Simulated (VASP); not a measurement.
# PbS (zincblende type) (F-43m) in VASP: a series of runs

PbS (zincblende type) is run at these levels: PBE; tasks: relaxation of cell and atoms, single point.

All numbers are computed with VASP 6.6.1; they aren't measurements. Logs are shortened: lines on timing, memory, paths and dates and some standing lists are left out, and cuts for length are marked.

## (1) The cell of the first run

Symmetry: F-43m, No. 216, cubic system. The conventional cell has a = 6.220 Å, b = 6.220 Å, c = 6.220 Å, α = 90.00°, β = 90.00°, γ = 90.00°. Pb (site symmetry -43m) has 4 S at 2.69 Å within 3.6 Å. S (site symmetry -43m) has 4 Pb at 2.69 Å within 3.6 Å.

## (2) Relaxation of cell and atoms, PBE

INCAR reads:

```
  ALGO = Normal
  EDIFF = 1E-6
  EDIFFG = -0.005
  ENCUT = 600
  GGA = PE
  IBRION = 2
  ISIF = 3
  ISMEAR = -1
  LASPH = True
  LCHARG = False
  LREAL = False
  LWAVE = False
  NELM = 80
  NSW = 100
  PREC = Accurate
  SIGMA = 0.03
```

KPOINTS reads:

```
k-points
0
Gamma
  11 11 11
```

POSCAR reads:

```
PbS
1.0
    0.0000000000      3.1101171986      3.1101171986
    3.1101171986      0.0000000000      3.1101171986
    3.1101171986      3.1101171986      0.0000000000
Pb S
1 1
Direct
    0.0000000000      0.0000000000      0.0000000000
    0.2500000000      0.2500000000      0.2500000000
```

Potentials or basis: VASP PAW PBE potentials, release 64 (Pb_d, S).

On the command line:

```console
> cat potpaw_PBE.64/Pb_d/POTCAR potpaw_PBE.64/S/POTCAR > POTCAR
> mpirun -np 1 vasp_std > vasp.out
```

OUTCAR:

```text
EDIFF = 1E-6
   EDIFFG = -0.005
   ENCUT = 600
   GGA = PE
   IBRION = 2
   ISIF = 3
   ISMEAR = -1
   LASPH = True
   LREAL = False
   NELM = 80
   NSW = 100
   PREC = Accurate

 ion  position               nearest neighbor table
   1  0.000  0.000  0.000-   2 2.69   2 2.69   2 2.69   2 2.69
   2  0.250  0.250  0.250-   1 2.69   1 2.69   1 2.69   1 2.69

  LATTYP: Found a face centered cubic cell.
 ALAT       =     6.2202343972

  Lattice vectors:

 A1 = (   0.0000000000,   3.1101171986,   3.1101171986)
 A2 = (   3.1101171986,   0.0000000000,   3.1101171986)
 A3 = (   3.1101171986,   3.1101171986,   0.0000000000)

Analysis of symmetry for initial positions (statically):
=====================================================================
 Subroutine PRICEL returns:
 Original cell was already a primitive cell.

 Routine SETGRP: Setting up the symmetry group for a
 face centered cubic supercell.

 Subroutine GETGRP returns: Found 24 space group operations
 (whereof 24 operations were pure point group operations)
 out of a pool of 48 trial point group operations.

The static configuration has the point symmetry T_d .

Analysis of symmetry for dynamics (positions and initial velocities):
=====================================================================
 Subroutine PRICEL returns:
 Original cell was already a primitive cell.

 Routine SETGRP: Setting up the symmetry group for a
 face centered cubic supercell.

 Subroutine GETGRP returns: Found 24 space group operations
 (whereof 24 operations were pure point group operations)
 out of a pool of 48 trial point group operations.

The dynamic configuration has the point symmetry T_d .

 Subroutine INISYM returns: Found 24 space group operations
 (whereof 24 operations are pure point group operations),
 and found     1 'primitive' translations

----------------------------------------------------------------------------------------

                                     Primitive cell

  volume of cell :      60.1673

  direct lattice vectors                    reciprocal lattice vectors
     0.000000000  3.110117199  3.110117199    -0.160765646  0.160765646  0.160765646
     3.110117199  0.000000000  3.110117199     0.160765646 -0.160765646  0.160765646
     3.110117199  3.110117199  0.000000000     0.160765646  0.160765646 -0.160765646

  length of vectors
     4.398369923  4.398369923  4.398369923     0.278454267  0.278454267  0.278454267

  position of ions in fractional coordinates (direct lattice)
     0.000000000  0.000000000  0.000000000
     0.250000000  0.250000000  0.250000000
[... 94 lines left out ...]
   IALGO  =     38    algorithm
   IMIX   =      4    mixing-type and parameters
     AMIX     =   0.40;   BMIX     =  1.00
     AMIX_MAG =   1.60;   BMIX_MAG =  1.00
  volume/ion in A,a.u.               =      30.08       203.01
  Fermi-wavevector in a.u.,A,eV,Ry     =   1.134048  2.143040 17.497973  1.286065
  Thomas-Fermi vector in A             =   2.270751
   LORBIT       =      0    0 simple, 1 ext, 2 COOP (PROOUT), +10 PAW based schemes
   GGA     = PE    functional components
   LHFCALC =     F    Hartree Fock is set to
   AEXX    =    0.0000 exact exchange contribution
   IVDW    =     0    specifies the selected vdW correction
   LEPSILON=     F    determine dielectric tensor
   LRPA    =     F    only Hartree local field effects (RPA)
 conjugate gradient relaxation of ions
 non-spin polarized calculation
  energy-cutoff  :      600.00
  volume of cell :       60.17
 maximum number of plane-waves:      2025
   NGX = 17   NGY = 17   NGZ = 17

--------------------------------------- Ionic step        1  -------------------------------------------

 number of electron      20.0000001 magnetization

 Free energy of the ion-electron system (eV)
  ---------------------------------------------------
  ext. energy  EPLUGINS =         0.00000000
  ---------------------------------------------------
  free energy    TOTEN  =        -8.03989155 eV

  energy without entropy =       -8.03986782  energy(sigma->0) =       -8.03987969

------------------------ aborting loop because EDIFF is reached ----------------------------------------

  FORCE on cell =-STRESS in cart. coord.  units (eV):
  Direction    XX          YY          ZZ          XY          YZ          ZX
  --------------------------------------------------------------------------------------
  -------------------------------------------------------------------------------------
  Total        3.9575867      3.9575867      3.9575867     -0.0000000     -0.0000000      0.0000000
  in kB      105.3854749    105.3854749    105.3854749     -0.0000000     -0.0000000      0.0000000
  external PRESSURE =     105.3854749 kB  Pullay stress =       0.0000000 kB
[... 131 lines left out ...]
--------------------------------------- Ionic step        5  -------------------------------------------

 number of electron      19.9999997 magnetization

 Free energy of the ion-electron system (eV)
  ---------------------------------------------------
  ext. energy  EPLUGINS =         0.00000000
  ---------------------------------------------------
  free energy    TOTEN  =        -8.40619655 eV

  energy without entropy =       -8.40619654  energy(sigma->0) =       -8.40619654

 E-fermi :   3.1213     XC(G=0):  -7.8420

 val. band max:        2.6414279155   @ k =  -0.2727   0.4545   0.1818
 cond. band min:       3.5559523074   @ k =   0.4545   0.4545   0.0000
 fundamental gap:      0.9145243919
 Fermi energy:         3.1212517368

 k-point     1 :       0.0000    0.0000    0.0000
  band No.  band energies     occupation
      1     -13.9404      2.00000
      2     -13.9404      2.00000
      3     -13.9404      2.00000
      4     -13.9080      2.00000
      5     -13.9080      2.00000
      6      -9.7943      2.00000
      7      -3.2926      2.00000
      8       1.0308      2.00000
      9       1.0308      2.00000
     10       1.0308      2.00000
     11       5.1958      0.00000
     12       5.1958      0.00000
     13       5.1958      0.00000
     14       7.9859      0.00000
[... 377 lines left out ...]
      1     -13.9589      2.00000
      2     -13.9329      2.00000
      3     -13.9319      2.00000
      4     -13.9086      2.00000
      5     -13.9053      2.00000
      6      -9.3734      2.00000
      7      -4.3715      2.00000
      8       0.1162      2.00000
      9       0.7607      2.00000
     10       1.5756      2.00000
     11       5.0395      0.00000
     12       5.6971      0.00000
     13       5.9459      0.00000
     14       9.9633      0.00000

 [... further k-points ...]
[... 5 lines left out ...]
  --------------------------------------------------------------------------------------
  -------------------------------------------------------------------------------------
  Total        0.0017706      0.0017706      0.0017706      0.0000000      0.0000000      0.0000000
  in kB        0.0386917      0.0386917      0.0386917      0.0000000      0.0000000      0.0000000
  external PRESSURE =       0.0386917 kB  Pullay stress =       0.0000000 kB
[... 17 lines left out ...]
  FREE ENERGIE OF THE ION-ELECTRON SYSTEM (eV)
  ---------------------------------------------------
  free  energy   TOTEN  =        -8.4061965454 eV

  energy  without entropy=       -8.4061965406  energy(sigma->0) =       -8.40619654

 reached required accuracy - stopping structural energy minimisation
```

CONTCAR:

```text
PbS
   1.00000000000000
    -0.0000000000000000    3.3219704304945781    3.3219704304945781
     3.3219704304945781   -0.0000000000000000    3.3219704304945781
     3.3219704304945781    3.3219704304945781    0.0000000000000000
  Pb              S
     1     1
Direct
     0.0000000000000000    1.0000000000000000    0.0000000000000000
     0.2500000000000000    0.2500000000000000    0.2500000000000000

  0.00000000E+00  0.00000000E+00  0.00000000E+00
  0.00000000E+00  0.00000000E+00  0.00000000E+00
```

Run time: 2.3 min. Hardware: 1 thread of Intel Xeon Platinum 8375C at 2.90GHz (Ice Lake), shared host; peak memory 0.25 GiB.

Results:

```
Free energy                            : -8.4062 eV
Relaxed volume                         : 36.66 Å³/atom
Relaxed cell                           : a = 4.698 Å, b = 4.698 Å, c = 4.698 Å, α = 60.00°, β = 60.00°, γ = 60.00°
Space group after relaxing (to 0.05 Å) : F-43m (No. 216)
Energy gained by relaxing              : 183.2 meV/atom
Ionic steps                            : 5
Pressure after relaxing                : 0.0 GPa
Band gap on the k mesh                 : 0.91 eV, indirect (least direct gap 1.32 eV)
```

The path:
```tsv
step	energy change (eV)	largest force (eV/Å)	pressure (GPa)	volume (Å³)
1	0.0000	0.0000	10.54	60.17
2	-0.3225	0.0000	-2.28	79.10
3	-0.3663	0.0000	0.09	73.21
4	-0.3663	0.0000	-0.07	73.48
5	-0.3663	0.0000	0.00	73.32
```

Final structure:
```xyz
2
Lattice="0.0000 3.3220 3.3220 3.3220 0.0000 3.3220 3.3220 3.3220 0.0000" Properties=species:S:1:pos:R:3 pbc="T T T"
Pb    3.3220    0.0000    3.3220
S     1.6610    1.6610    1.6610
```

Caveat: the volume moved by over 15 % at a fixed basis, so the end points are rough; spin-orbit coupling is left out, which moves the levels of the heavy elements. A k mesh can miss the band edges.

## (3) Single point, PBE (volume scaled by 0.95)

INCAR reads:

```
PREC = Accurate ; ENCUT = 520
EDIFF = 1E-7 ; ISMEAR = -1
SIGMA = 0.03 ; LREAL = False
LASPH = True ; NELM = 100
ALGO = Normal ; ISIF = 2
LWAVE = False ; LCHARG = False
GGA = PE ; NBANDS = 17
```

KPOINTS reads:

```
Automatic mesh
0
Gamma
  11 11 11
```

POSCAR reads:

```
PbS
1.0
    0.0000000000      3.2659215413      3.2659215413
    3.2659215413      0.0000000000      3.2659215413
    3.2659215413      3.2659215413      0.0000000000
Pb S
1 1
Direct
    0.0000000000      0.0000000000      0.0000000000
    0.2500000000      0.2500000000      0.2500000000
```

Potentials or basis: VASP PAW PBE potentials, release 64 (Pb_d, S).

On the command line:

```console
> cat potpaw_PBE.64/Pb_d/POTCAR potpaw_PBE.64/S/POTCAR > POTCAR
> mpirun -np 1 vasp_std > vasp.out
```

OUTCAR:

```text
PREC = Accurate
   ENCUT = 520
   EDIFF = 1E-7
   ISMEAR = -1
   LREAL = False
   LASPH = True
   NELM = 100
   ISIF = 2
   GGA = PE

 ion  position               nearest neighbor table
   1  0.000  0.000  0.000-   2 2.83   2 2.83   2 2.83   2 2.83
   2  0.250  0.250  0.250-   1 2.83   1 2.83   1 2.83   1 2.83

  LATTYP: Found a face centered cubic cell.
 ALAT       =     6.5318430826

  Lattice vectors:

 A1 = (   0.0000000000,   3.2659215413,   3.2659215413)
 A2 = (   3.2659215413,   0.0000000000,   3.2659215413)
 A3 = (   3.2659215413,   3.2659215413,   0.0000000000)

Analysis of symmetry for initial positions (statically):
=====================================================================
 Subroutine PRICEL returns:
 Original cell was already a primitive cell.

 Routine SETGRP: Setting up the symmetry group for a
 face centered cubic supercell.

 Subroutine GETGRP returns: Found 24 space group operations
 (whereof 24 operations were pure point group operations)
 out of a pool of 48 trial point group operations.

[... 154 lines left out ...]
  ---------------------------------------------------
  ext. energy  EPLUGINS =         0.00000000
  ---------------------------------------------------
  free energy    TOTEN  =        -8.38563978 eV

  energy without entropy =       -8.38563975  energy(sigma->0) =       -8.38563977

 E-fermi :   3.5504     XC(G=0):  -8.0573

 val. band max:        3.1304109311   @ k =  -0.2727   0.4545   0.1818
 cond. band min:       3.9251907736   @ k =   0.4545   0.4545   0.0000
 fundamental gap:      0.7947798424
 Fermi energy:         3.5503523911

 k-point     1 :       0.0000    0.0000    0.0000
  band No.  band energies     occupation
      1     -13.4946      2.00000
      2     -13.4946      2.00000
      3     -13.4946      2.00000
      4     -13.4516      2.00000
      5     -13.4516      2.00000
      6      -9.6466      2.00000
[... 457 lines left out ...]
      4     -13.4524      2.00000
      5     -13.4484      2.00000
      6      -9.1756      2.00000
[... 9 lines left out ...]
     16      11.1587      0.00000
     17      13.3601      0.00000

 [... further k-points ...]
[... 5 lines left out ...]
  --------------------------------------------------------------------------------------
  -------------------------------------------------------------------------------------
  Total        0.8760156      0.8760156      0.8760156      0.0000000      0.0000000     -0.0000000
  in kB       20.1453678     20.1453678     20.1453678      0.0000000      0.0000000     -0.0000000
  external PRESSURE =      20.1453678 kB  Pullay stress =       0.0000000 kB

 VOLUME and BASIS-vectors are now :
 -----------------------------------------------------------------------------
  energy-cutoff  :      520.00
  volume of cell :       69.67
      direct lattice vectors                 reciprocal lattice vectors
     0.000000000  3.265921541  3.265921541    -0.153096146  0.153096146  0.153096146
     3.265921541  0.000000000  3.265921541     0.153096146 -0.153096146  0.153096146
     3.265921541  3.265921541  0.000000000     0.153096146  0.153096146 -0.153096146

 POSITION                                       TOTAL-FORCE (eV/Angst)
 -----------------------------------------------------------------------------------
      0.00000      0.00000      0.00000         0.000000      0.000000      0.000000
      1.63296      1.63296      1.63296        -0.000000     -0.000000     -0.000000
 -----------------------------------------------------------------------------------
    total drift:                                0.000000      0.000000      0.000000

  FREE ENERGIE OF THE ION-ELECTRON SYSTEM (eV)
  ---------------------------------------------------
  free  energy   TOTEN  =        -8.3856397805 eV

  energy  without entropy=       -8.3856397501  energy(sigma->0) =       -8.38563977
```

OSZICAR:

```text
N       E                     dE             d eps       ncg     rms          rms(c)
DAV:   1     0.165169399151E+03    0.16517E+03   -0.93912E+03  1904   0.114E+03
DAV:   2     0.502782069680E+01   -0.16014E+03   -0.15398E+03  2050   0.301E+02
DAV:   3    -0.867404216442E+01   -0.13702E+02   -0.13610E+02  2526   0.946E+01
DAV:   4    -0.905102834283E+01   -0.37699E+00   -0.37666E+00  2445   0.191E+01
DAV:   5    -0.906566496969E+01   -0.14637E-01   -0.14636E-01  2611   0.344E+00    0.523E+00
DAV:   6    -0.838034647288E+01    0.68532E+00   -0.19793E+00  2890   0.901E+00    0.386E+00
DAV:   7    -0.838002958728E+01    0.31689E-03   -0.20255E-01  2167   0.214E+00    0.201E+00
DAV:   8    -0.838444361437E+01   -0.44140E-02   -0.20552E-02  2257   0.156E+00    0.161E-01
DAV:   9    -0.838486619967E+01   -0.42259E-03   -0.64371E-03  2496   0.598E-01    0.187E-01
DAV:  10    -0.838548465946E+01   -0.61846E-03   -0.90882E-04  2014   0.216E-01    0.542E-02
DAV:  11    -0.838562314340E+01   -0.13848E-03   -0.23468E-04  2319   0.129E-01    0.391E-02
DAV:  12    -0.838563785768E+01   -0.14714E-04   -0.40880E-05  2259   0.658E-02    0.435E-03
DAV:  13    -0.838563929533E+01   -0.14376E-05   -0.23515E-06  2246   0.125E-02    0.221E-03
DAV:  14    -0.838563970201E+01   -0.40668E-06   -0.68120E-07  2136   0.438E-03    0.118E-03
DAV:  15    -0.838563978045E+01   -0.78438E-07   -0.67343E-08  1988   0.239E-03
   1 F= -.83856398E+01 E0= -.83856398E+01  d E =-.303038E-07
```

Run time: 2.9 min. Hardware: 1 thread of AMD EPYC 7R13, shared host; peak memory 0.2 GiB.

Results:

| Property | Result |
| --- | --- |
| Free energy | -8.3856 eV |
| Pressure | 2.0 GPa |
| Band gap on the k mesh | 0.79 eV, indirect (least direct gap 1.24 eV) |

Levels at points of the mesh, in eV from the valence-band top:
```csv
k point,band 6,band 7,band 8,band 9,band 10,band 11,band 12,band 13,band 14,band 15
"(0.00, 0.00, 0.00)",-12.78,-5.82,-1.78,-1.78,-1.78,2.52,2.52,2.52,5.37,8.65
```

Caveat: the cell differs from its parent crystal (volume scaled by 0.95); spin-orbit coupling is left out, which moves the levels of the heavy elements.
